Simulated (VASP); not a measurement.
# MgB2 (P6/mmm) in VASP: further runs

MgB2 is run at these levels: PBE; tasks: electric field gradients.

Program: VASP 6.6.1. These are calculated values, not measurements. Logs are shortened: lines on timing, memory, paths and dates and some standing lists are left out, and cuts for length are marked.

**1. The cell of the first run**

The structure is hexagonal, space group P6/mmm (No. 191). Conventional cell: a = 3.043 Å, b = 3.043 Å, c = 3.475 Å, α = 90.00°, β = 90.00°, γ = 120.00°. Mg (site symmetry 6/mmm) has 12 B at 2.47 Å and 6 Mg at 3.04 Å within 3.3 Å. B (site symmetry -6m2) has 3 B at 1.76 Å within 2.3 Å.

**2. Electric field gradients, PBE (volume scaled by 0.96)**

INCAR

```
SYSTEM = MgB2
PREC = Accurate
ENCUT = 520
EDIFF = 1E-8
ISMEAR = -1
SIGMA = 0.05
LREAL = .FALSE.
LASPH = .TRUE.
NELM = 60
ALGO = Normal
ISIF = 2
LWAVE = .FALSE.
LCHARG = .FALSE.
GGA = PE
LEFG = .TRUE.
NBANDS = 11
```

KPOINTS

```
regular mesh
0
G
  12 12 9
  0 0 0
```

POSCAR

```
MgB2
1.0
    3.0433063957      0.0000000000      0.0000000000
   -1.5216531979      2.6355806502      0.0000000000
    0.0000000000      0.0000000000      3.4753860552
Mg B
1 2
Direct
    0.0000000000      0.0000000000      0.0000000000
    0.3333333333      0.6666666667      0.5000000000
    0.6666666667      0.3333333333      0.5000000000
```

Potentials or basis: VASP PAW PBE potentials, release 64 (Mg, B).

Launch:

```sh
cat potpaw_PBE.64/Mg/POTCAR potpaw_PBE.64/B/POTCAR > POTCAR
mpirun -np 1 vasp_std > vasp.out
```

OUTCAR:

```text
SYSTEM = MgB2
   PREC = Accurate
   ENCUT = 520
   EDIFF = 1E-8
   ISMEAR = -1
   LREAL = .FALSE.
   LASPH = .TRUE.
   NELM = 60
   ISIF = 2
   GGA = PE

 ion  position               nearest neighbor table
   1  0.000  0.000  0.000-   2 2.47   3 2.47   2 2.47   3 2.47   3 2.47   3 2.47   2 2.47   2 2.47
                             3 2.47   3 2.47   2 2.47   2 2.47
   2  0.333  0.667  0.500-   3 1.76   3 1.76   3 1.76   1 2.47   1 2.47   1 2.47   1 2.47   1 2.47
                             1 2.47
   3  0.667  0.333  0.500-   2 1.76   2 1.76   2 1.76   1 2.47   1 2.47   1 2.47   1 2.47   1 2.47
                             1 2.47

  LATTYP: Found a hexagonal cell.
 ALAT       =     3.0433063957
 C/A-ratio  =     1.1419770484

  Lattice vectors:

 A1 = (   3.0433063957,   0.0000000000,   0.0000000000)
 A2 = (  -1.5216531979,   2.6355806502,   0.0000000000)
 A3 = (   0.0000000000,   0.0000000000,   3.4753860552)

Analysis of symmetry for initial positions (statically):
=====================================================================
 Subroutine PRICEL returns:
 Original cell was already a primitive cell.

 Routine SETGRP: Setting up the symmetry group for a
 hexagonal supercell.

 Subroutine GETGRP returns: Found 24 space group operations
 (whereof 24 operations were pure point group operations)
 out of a pool of 24 trial point group operations.

The static configuration has the point symmetry D_6h.

Analysis of symmetry for dynamics (positions and initial velocities):
=====================================================================
 Subroutine PRICEL returns:
 Original cell was already a primitive cell.

 Routine SETGRP: Setting up the symmetry group for a
 hexagonal supercell.

 Subroutine GETGRP returns: Found 24 space group operations
 (whereof 24 operations were pure point group operations)
 out of a pool of 24 trial point group operations.

The dynamic configuration has the point symmetry D_6h.

 Subroutine INISYM returns: Found 24 space group operations
 (whereof 24 operations are pure point group operations),
 and found     1 'primitive' translations

----------------------------------------------------------------------------------------

                                     Primitive cell

  volume of cell :      27.8757

  direct lattice vectors                    reciprocal lattice vectors
     3.043306396  0.000000000  0.000000000     0.328589984  0.189711516  0.000000000
    -1.521653198  2.635580650  0.000000000     0.000000000  0.379423031  0.000000000
     0.000000000  0.000000000  3.475386055     0.000000000  0.000000000  0.287737818

  length of vectors
     3.043306396  3.043306396  3.475386055     0.379423031  0.379423031  0.287737818

  position of ions in fractional coordinates (direct lattice)
     0.000000000  0.000000000  0.000000000
     0.333333333  0.666666667  0.500000000
     0.666666667  0.333333333  0.500000000

  ion indices of the primitive-cell ions
   primitive index   ion index
                 1           1
                 2           2
                 3           3

----------------------------------------------------------------------------------------

 KPOINTS: regular mesh

Automatic generation of k-mesh.
 Grid dimensions read from file:
 generate k-points for:   12   12    9

 Generating k-lattice:

  Cartesian coordinates                     Fractional coordinates (reciprocal lattice)
     0.027382499  0.015809293  0.000000000     0.083333333 -0.000000000  0.000000000
     0.000000000  0.031618586  0.000000000     0.000000000  0.083333333  0.000000000
     0.000000000  0.000000000  0.031970869     0.000000000  0.000000000  0.111111111

  Length of vectors
     0.031618586  0.031618586  0.031970869

  Shift w.r.t. Gamma in fractional coordinates (k-lattice)
[... 39 lines left out ...]
   ions per type =               1   2
   NGX,Y,Z   is equivalent  to a cutoff of  13.11, 13.11, 13.39 a.u.
   NGXF,Y,Z  is equivalent  to a cutoff of  26.22, 26.22, 26.79 a.u.
 SYSTEM =  MgB2
   PREC   = accura    normal or accurate (medium, high low for compatibility)
   ISTART =      0    job   : 0-new  1-cont  2-samecut
   ICHARG =      2    charge: 1-file 2-atom 10-const
   ISPIN  =      1    spin polarized calculation?
   LNONCOLLINEAR =      F non collinear calculations
   LSORBIT =      F    spin-orbit coupling
   LASPH  =      T    aspherical Exc in radial PAW
   ENCUT  =  520.0 eV  38.22 Ry    6.18 a.u.   5.66  5.66  6.46*2*pi/ulx,y,z
   NELM   =     60;   NELMIN=  2; NELMDL= -5     # of ELM steps
   EDIFF  = 0.1E-07   stopping-criterion for ELM
   LREAL  =      F    real-space projection
   EDIFFG = 0.1E-06   stopping-criterion for IOM
   NSW    =      0    number of steps for IOM
   IBRION =     -1    ionic relax: 0-MD 1-quasi-New 2-CG
   NFREE  =      0    steps in history (QN), initial steepest desc. (CG)
   ISIF   =      2    stress and relaxation
   ISYM   =      2    0-nonsym 1-usesym 2-fastsym
   POTIM  = 0.5000    time-step for ionic-motion
   TEBEG  =    0.0;   TEEND  =   0.0 temperature during run
   PSTRESS=    0.0 pullay stress
   NELECT =       8.0000    total number of electrons
   NUPDOWN=      -1.0000    fix difference up-down
   EMIN   =  10.00;   EMAX   =-10.00  energy-range for DOS
   EFERMI =   0.00;   METHOD = LEGACY
   ISMEAR =    -1;   SIGMA  =   0.05  broadening in eV -4-tet -1-fermi 0-gaus
   EFERMI_NEDOS =   21; number of points for ismear=-14 and -15
   IALGO  =     38    algorithm
   IMIX   =      4    mixing-type and parameters
     AMIX     =   0.40;   BMIX     =  1.00
     AMIX_MAG =   1.60;   BMIX_MAG =  1.00
  volume/ion in A,a.u.               =       9.29        62.70
  Fermi-wavevector in a.u.,A,eV,Ry     =   1.079849  2.040619 15.865406  1.166074
  Thomas-Fermi vector in A             =   2.215825
   LORBIT       =      0    0 simple, 1 ext, 2 COOP (PROOUT), +10 PAW based schemes
   GGA     = PE    functional components
   LHFCALC =     F    Hartree Fock is set to
   AEXX    =    0.0000 exact exchange contribution
   IVDW    =     0    specifies the selected vdW correction
   LEPSILON=     F    determine dielectric tensor
   LRPA    =     F    only Hartree local field effects (RPA)
 non-spin polarized calculation
  energy-cutoff  :      520.00
  volume of cell :       27.88
 maximum number of plane-waves:       763
 NGX is ok and might be reduce to    24
   NGX = 11   NGY = 11   NGZ = 13

 number of electron       8.0000000 magnetization

 Free energy of the ion-electron system (eV)
  ---------------------------------------------------
  ext. energy  EPLUGINS =         0.00000000
  ---------------------------------------------------
  free energy    TOTEN  =       -15.31368914 eV

  energy without entropy =      -15.30936250  energy(sigma->0) =      -15.31152582

 E-fermi :   5.5139     XC(G=0): -11.0734

 val. band max:        5.4949945602   @ k =   0.4167   0.1667   0.1111
 cond. band min:       5.5434937975   @ k =   0.2500   0.2500   0.4444
 fundamental gap:      0.0484992373
 Fermi energy:         5.5139266347

 k-point     1 :       0.0000    0.0000    0.0000
  band No.  band energies     occupation
      1      -7.1141      2.00000
      2       2.5321      2.00000
      3       5.9303      0.00048
      4       5.9303      0.00048
      5       7.3126      0.00000
      6      12.0238      0.00000
      7      12.0238      0.00000
      8      14.0684      0.00000
      9      15.8366      0.00000
     10      18.6562      0.00000
     11      22.0800      0.00000
[... 309 lines left out ...]
 k-point    24 :       0.3333    0.0000    0.1111
  band No.  band energies     occupation
      1      -5.0690      2.00000
      2       0.4413      2.00000
      3       3.6307      2.00000
      4       3.8119      2.00000
      5       9.4226      0.00000
      6      10.3317      0.00000
      7      11.2645      0.00000
      8      15.3043      0.00000
      9      17.8158      0.00000
     10      18.6418      0.00000
     11      18.6747      0.00000

 [... further k-points ...]
[... 5 lines left out ...]
  --------------------------------------------------------------------------------------
  -------------------------------------------------------------------------------------
  Total        1.0491113      1.0491113      0.6446837     -0.0000000      0.0000000      0.0000000
  in kB       60.2985852     60.2985852     37.0537559     -0.0000000      0.0000000      0.0000000
  external PRESSURE =      52.5503088 kB  Pullay stress =       0.0000000 kB

 VOLUME and BASIS-vectors are now :
 -----------------------------------------------------------------------------
  energy-cutoff  :      520.00
  volume of cell :       27.88
      direct lattice vectors                 reciprocal lattice vectors
     3.043306396  0.000000000  0.000000000     0.328589984  0.189711516  0.000000000
    -1.521653198  2.635580650  0.000000000     0.000000000  0.379423031  0.000000000
     0.000000000  0.000000000  3.475386055     0.000000000  0.000000000  0.287737818

 POSITION                                       TOTAL-FORCE (eV/Angst)
 -----------------------------------------------------------------------------------
      0.00000      0.00000      0.00000         0.000000      0.000000      0.000000
     -0.00000      1.75705      1.73769        -0.000000      0.000000      0.000000
      1.52165      0.87853      1.73769         0.000000     -0.000000      0.000000
 -----------------------------------------------------------------------------------
    total drift:                                0.000000     -0.000000      0.000000

  FREE ENERGIE OF THE ION-ELECTRON SYSTEM (eV)
  ---------------------------------------------------
  free  energy   TOTEN  =       -15.3136891424 eV

  energy  without entropy=      -15.3093625040  energy(sigma->0) =      -15.31152582

 Electric field gradients (V/A^2)
---------------------------------------------------------------------
 ion       V_xx      V_yy      V_zz      V_xy      V_xz      V_yz
---------------------------------------------------------------------
   1       0.102     0.102    -0.205    -0.000    -0.000    -0.000
   2      -9.914    -9.914    19.829    -0.000     0.000     0.000
   3      -9.914    -9.914    19.829    -0.000     0.000     0.000
---------------------------------------------------------------------

 Electric field gradients after diagonalization (V/A^2)
 (convention: |V_zz| > |V_xx| > |V_yy|)
----------------------------------------------------------------------
 ion       V_xx      V_yy      V_zz     asymmetry (V_yy - V_xx)/ V_zz
----------------------------------------------------------------------
   1       0.102     0.102    -0.205       0.000
   2      -9.914    -9.914    19.829       0.000
   3      -9.914    -9.914    19.829       0.000
----------------------------------------------------------------------

           NMR quadrupolar parameters

 Cq : quadrupolar parameter    Cq=e*Q*V_zz/h
 eta: asymmetry parameters     (V_yy - V_xx)/ V_zz
 Q  : nuclear electric quadrupole moment in mb (millibarn)
----------------------------------------------------------------------
 ion       Cq(MHz)       eta       Q (mb)
----------------------------------------------------------------------
   1      -0.000       0.000       1.000
   2       0.048       0.000       1.000
   3       0.048       0.000       1.000
----------------------------------------------------------------------
```

Run time: 15 s. Hardware: 1 thread of Intel Xeon 6975P-C (Granite Rapids), shared host; peak memory 0.16 GiB.

Results:

| Item | Value |
| --- | --- |
| Free energy | -15.3137 eV |
| Pressure | 5.3 GPa |
| Band gap on the k mesh | zero (band 4 reaches 7.38 eV, above the bottom of band 5 at 3.57 eV) |

Stress tensor (GPa, compression positive):
```
6.03 0.00 0.00
0.00 6.03 0.00
0.00 0.00 3.71
```

Electric field gradients, principal values (V/Å²):
| atom | least | middle | greatest (by size) |
| --- | --- | --- | --- |
| 1 Mg | 0.102 | 0.102 | -0.205 |
| 2 B | -9.914 | -9.914 | 19.829 |
| 3 B | -9.914 | -9.914 | 19.829 |

Caveat: without QUAD_EFG the Cq values of the log hold for a quadrupole moment of 1 mb, not for the nuclei.

**3. Electric field gradients, PBE (volume scaled by 0.99)**

INCAR

```
ALGO     = Normal         # electronic algorithm
EDIFF    = 1E-8           # SCF threshold, eV
ENCUT    = 520            # plane-wave cutoff, eV
GGA      = PE             # functional
ISIF     = 2              # what is computed and relaxed
ISMEAR   = -1             # smearing method
LASPH    = T              # aspherical terms in the spheres
LCHARG   = F              # write CHGCAR
LEFG     = T            
LREAL    = F              # projectors in reciprocal space
LWAVE    = F              # write WAVECAR
NBANDS   = 11             # bands
NELM     = 80             # most SCF steps
PREC     = Accurate       # precision mode
SIGMA    = 0.05           # smearing width, eV
```

KPOINTS

```
k-points
0
Gamma
  12 12 9
```

POSCAR

```
MgB2
1.0
    3.0746829003      0.0000000000      0.0000000000
   -1.5373414502      2.6627535003      0.0000000000
    0.0000000000      0.0000000000      3.5112173033
Mg B
1 2
Direct
    0.0000000000      0.0000000000      0.0000000000
    0.3333333333      0.6666666667      0.5000000000
    0.6666666667      0.3333333333      0.5000000000
```

Potentials or basis: VASP PAW PBE potentials, release 64 (Mg, B).

Launch:

```sh
cat potpaw_PBE.64/Mg/POTCAR potpaw_PBE.64/B/POTCAR > POTCAR
mpirun -np 1 vasp_std > vasp.out
```

OUTCAR:

```text
EDIFF = 1E-8
   ENCUT = 520
   GGA = PE
   ISIF = 2
   ISMEAR = -1
   LASPH = T
   LREAL = F
   NELM = 80
   PREC = Accurate

 ion  position               nearest neighbor table
   1  0.000  0.000  0.000-   2 2.50   3 2.50   2 2.50   3 2.50   3 2.50   3 2.50   2 2.50   2 2.50
                             3 2.50   3 2.50   2 2.50   2 2.50
   2  0.333  0.667  0.500-   3 1.78   3 1.78   3 1.78   1 2.50   1 2.50   1 2.50   1 2.50   1 2.50
                             1 2.50
   3  0.667  0.333  0.500-   2 1.78   2 1.78   2 1.78   1 2.50   1 2.50   1 2.50   1 2.50   1 2.50
                             1 2.50

  LATTYP: Found a hexagonal cell.
 ALAT       =     3.0746829003
 C/A-ratio  =     1.1419770484

  Lattice vectors:

 A1 = (   3.0746829003,   0.0000000000,   0.0000000000)
 A2 = (  -1.5373414502,   2.6627535003,   0.0000000000)
 A3 = (   0.0000000000,   0.0000000000,   3.5112173033)

Analysis of symmetry for initial positions (statically):
[... 537 lines left out ...]
     0.000000000  0.000000000  3.511217303     0.000000000  0.000000000  0.284801513

 POSITION                                       TOTAL-FORCE (eV/Angst)
 -----------------------------------------------------------------------------------
      0.00000      0.00000      0.00000        -0.000000     -0.000000      0.000000
     -0.00000      1.77517      1.75561        -0.000000     -0.000000     -0.000000
      1.53734      0.88758      1.75561         0.000000      0.000000      0.000000
 -----------------------------------------------------------------------------------
    total drift:                                0.000000     -0.000000      0.000000

  FREE ENERGIE OF THE ION-ELECTRON SYSTEM (eV)
  ---------------------------------------------------
  free  energy   TOTEN  =       -15.3286009240 eV

  energy  without entropy=      -15.3242957259  energy(sigma->0) =      -15.32644832

 Electric field gradients (V/A^2)
---------------------------------------------------------------------
 ion       V_xx      V_yy      V_zz      V_xy      V_xz      V_yz
---------------------------------------------------------------------
   1       0.084     0.084    -0.167    -0.000     0.000    -0.000
   2      -9.817    -9.817    19.634    -0.000     0.000     0.000
   3      -9.817    -9.817    19.634    -0.000     0.000     0.000
---------------------------------------------------------------------

 Electric field gradients after diagonalization (V/A^2)
 (convention: |V_zz| > |V_xx| > |V_yy|)
----------------------------------------------------------------------
 ion       V_xx      V_yy      V_zz     asymmetry (V_yy - V_xx)/ V_zz
----------------------------------------------------------------------
   1       0.084     0.084    -0.167       0.000
   2      -9.817    -9.817    19.634       0.000
   3      -9.817    -9.817    19.634       0.000
----------------------------------------------------------------------

           NMR quadrupolar parameters

 Cq : quadrupolar parameter    Cq=e*Q*V_zz/h
 eta: asymmetry parameters     (V_yy - V_xx)/ V_zz
 Q  : nuclear electric quadrupole moment in mb (millibarn)
----------------------------------------------------------------------
 ion       Cq(MHz)       eta       Q (mb)
----------------------------------------------------------------------
   1      -0.000       0.000       1.000
   2       0.047       0.000       1.000
   3       0.047       0.000       1.000
----------------------------------------------------------------------
```

stdout:

```text
POSCAR found type information on POSCAR MgB
 POSCAR found :  2 types and       3 ions
 scaLAPACK will be used
 LDA part: xc-table for (Slater+PW92), standard interpolation
 POSCAR, INCAR and KPOINTS ok, starting setup
 FFT: planning ... GRIDC
 FFT: planning ... GRID_SOFT
 FFT: planning ... GRID
 WAVECAR not read
 entering main loop
ion   1

ion   2

ion   3
```

It took 14 s on 1 thread of Intel Xeon 6975P-C (Granite Rapids), shared host; peak memory 0.16 GiB.

Results:

```yaml
Free_energy: -15.3286 eV
Pressure: 0.2 GPa
Band_gap_on_the_k_mesh: zero (band 4 reaches 7.13 eV, above the bottom of band 5 at 3.40 eV)
```

Levels at points of the mesh, in eV from the Fermi level:
```csv
k point,band 2,band 3,band 4,band 5,band 6,band 7
"(0.00, 0.00, 0.00)",-2.92,0.40,0.40,1.72,6.37,6.37
"(0.50, 0.00, 0.00)",-7.83,-2.15,0.25,3.13,3.93,5.41
```

Electric field gradients, principal values (V/Å²):
```csv
atom,least,middle,greatest (by size)
1 Mg,0.084,0.084,-0.167
2 B,-9.817,-9.817,19.634
3 B,-9.817,-9.817,19.634
```

Caveat: without QUAD_EFG the Cq values of the log hold for a quadrupole moment of 1 mb, not for the nuclei.

[end of part 1 of 2]
